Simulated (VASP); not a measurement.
Write the native input for VASP 6.6.1 that does the following.

| Item | Value |
| --- | --- |
| Task | single point |
| Functional | r2SCAN |
| Potentials or basis | VASP PAW PBE potentials, release 64 (Pb_d, S) |
| Cutoff | 550 eV |
| k mesh | 8 × 8 × 8 |
| Occupations | gaussian, width 0.05 eV |
| Spin | no spin polarisation |
| Dipole correction | no |
| Further INCAR settings | ALGO = Normal; EDIFF = 1e-06; NBANDS = 17 |

Crystal: PbS.

```xyz
2
Lattice="0.0000 3.1132 2.8167 3.1132 0.0000 2.8167 3.1132 3.1132 0.0000" Properties=species:S:1:pos:R:3 pbc="T T T"
Pb    0.0000    0.0000    0.0000
S     3.1132    3.1132    2.8167
```

This cell differs from its parent crystal: strain +0.050 along x and y, -0.050 along z.

One way to write it, as run:

POSCAR

```
PbS
1.0
    0.0000000000      3.1132500000      2.8167500000
    3.1132500000      0.0000000000      2.8167500000
    3.1132500000      3.1132500000      0.0000000000
Pb S
1 1
Direct
    0.0000000000      0.0000000000      0.0000000000
    0.5000000000      0.5000000000      0.5000000000
```

INCAR.step1

```
PREC = Accurate
ENCUT = 550
ISMEAR = 0
SIGMA = 0.05
LREAL = F
LASPH = T
NELM = 120
NBANDS = 17
GGA = PE
ALGO = Normal
EDIFF = 1E-5
LWAVE = T
LCHARG = F
GGA_COMPAT = F
```

INCAR.step2

```
PREC = Accurate
ENCUT = 550
EDIFF = 1E-6
ISMEAR = 0
SIGMA = 0.05
LREAL = F
LASPH = T
NELM = 120
ALGO = Normal
ISIF = 2
LWAVE = F
LCHARG = F
METAGGA = R2SCAN
LMIXTAU = T
NBANDS = 17
ISTART = 1
GGA_COMPAT = F
```

KPOINTS

```
regular mesh
0
Gamma
  8 8 8
```

Potentials or basis: VASP PAW PBE potentials, release 64 (Pb_d, S).

Command:

```console
$ cat potpaw_PBE.64/Pb_d/POTCAR potpaw_PBE.64/S/POTCAR > POTCAR
$ cp INCAR.step1 INCAR
$ mpirun -np 1 vasp_std > vasp.out
$ cp INCAR.step2 INCAR
$ mpirun -np 1 vasp_std > vasp.out
```

Results of the run:

```
Pressure               : 0.3 GPa
Band gap on the k mesh : 0.50 eV
```

Caveat: the cell differs from its parent crystal (strain +0.050 along x and y, -0.050 along z); the stress differs along the axes, from -4 to 9 GPa; the PAW data sets were made with another functional, which shifts forces and pressure a little; spin-orbit coupling is left out, which moves the levels of the heavy elements.

Wall time 3 min on 1 thread of AMD EPYC 9R45 96-Core Processor (Zen 5), on a shared host, peak memory 0.2 GiB.
